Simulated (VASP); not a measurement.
A run of VASP 6.6.1 is set up as follows.

INCAR

```
SYSTEM = NbTe
PREC     = Accurate       ! precision mode
ENCUT    = 520            ! plane-wave cutoff, eV
EDIFF    = 1E-6           ! SCF threshold, eV
ISMEAR   = -1             ! smearing method
SIGMA    = 0.05           ! smearing width, eV
LREAL    = .False.        ! projectors in reciprocal space
LASPH    = .True.         ! aspherical terms in the spheres
NELM     = 150            ! most SCF steps
ALGO     = Normal         ! electronic algorithm
ISIF     = 2              ! what is computed and relaxed
LWAVE    = .False.        ! write WAVECAR
LCHARG   = .False.        ! write CHGCAR
LMAXMIX  = 4              ! l up to which the mixer works
LDAU     = .True.         ! DFT+U
LDAUTYPE = 2            
LDAUL    = -1 2           ! shell
LDAUU    = 0 5            ! U, eV
LDAUJ    = 0 0          
LDAUPRINT= 1            
GGA      = PS             ! functional
NBANDS   = 16             ! bands
```

The input KPOINTS:

```
regular mesh
0
Gamma
  8 8 7
  0 0 0
```

Contents of POSCAR:

```
NbTe
1.0
    3.7029743866      0.0000000000      0.0000000000
   -1.8514871933      3.2068698884      0.0000000000
    0.0000000000      0.0000000000      3.6942110000
Te Nb
1 1
Direct
    0.6666666667      0.3333333333      0.0000000000
    0.0000000000      0.0000000000      0.5000000000
```

Potentials or basis: VASP PAW PBE potentials, release 64 (Te, Nb_sv).

The run is started by

```bash
$ cat potpaw_PBE.64/Te/POTCAR potpaw_PBE.64/Nb_sv/POTCAR > POTCAR
$ mpirun -np 1 vasp_std > vasp.out
```

Task: Predict the pressure.

Result: -1.1 GPa.

Stress tensor (GPa, compression positive):
```
-1.79  0.00  0.00
 0.00 -1.79  0.00
 0.00  0.00  0.39
```

Caveat: the PAW data sets were made with another functional, which shifts forces and pressure a little; U without spin polarisation on a metal has little footing; the U is typed as a test and isn't derived for this compound.
